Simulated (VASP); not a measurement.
Wanted: the native input for a VASP 6.6.1 run.

| Quantity | Value |
| --- | --- |
| Task | single point |
| Functional | PBEsol |
| Potentials or basis | VASP PAW PBE potentials, release 64 (Sr_sv, O) |
| Cutoff | 520 eV |
| k mesh | 8 × 8 × 8 |
| Occupations | fermi-dirac, width 0.03 eV |
| Spin | no spin polarisation |
| Dipole correction | no |
| Further INCAR settings | ALGO = Normal; EDIFF = 1e-06; NBANDS = 15 |

The structure of SrO lies in POSCAR:

```
SrO
1.0
    0.0000000000      2.5783376042      2.5783376042
    2.5783376042      0.0000000000      2.5783376042
    2.5783376042      2.5783376042      0.0000000000
Sr O
1 1
Direct
    0.0000000000      0.0000000000      0.0000000000
    0.5000000000      0.5000000000      0.5000000000
```

This cell differs from its parent crystal: volume scaled by 1.01.

These files were run (other wordings do the same):

INCAR

```
SYSTEM = SrO
ALGO     = Normal         ! electronic algorithm
EDIFF    = 1E-6           ! SCF threshold, eV
ENCUT    = 520            ! plane-wave cutoff, eV
GGA      = PS             ! functional
ISIF     = 2              ! what is computed and relaxed
ISMEAR   = -1             ! smearing method
LASPH    = .True.         ! aspherical terms in the spheres
LCHARG   = .False.        ! write CHGCAR
LREAL    = .False.        ! projectors in reciprocal space
LWAVE    = .False.        ! write WAVECAR
NBANDS   = 15             ! bands
NELM     = 100            ! most SCF steps
PREC     = Accurate       ! precision mode
SIGMA    = 0.03           ! smearing width, eV
```

KPOINTS

```
k-points
0
Gamma
  8 8 8
  0 0 0
```

Potentials or basis: VASP PAW PBE potentials, release 64 (Sr_sv, O).

Command:

```sh
$ cat potpaw_PBE.64/Sr_sv/POTCAR potpaw_PBE.64/O/POTCAR > POTCAR
$ mpirun -np 1 vasp_std > vasp.out
```

It gave:

The pressure is -1.2 GPa and the band gap on the k mesh is 3.16 eV, indirect (least direct gap 3.25 eV).

Caveat: the PAW data sets were made with another functional, which shifts forces and pressure a little.

Run time: 12 s on 1 thread of Intel(R) Xeon(R) Platinum 8375C CPU @ 2.90GHz (Ice Lake) (shared host), peak memory 0.16 GiB.
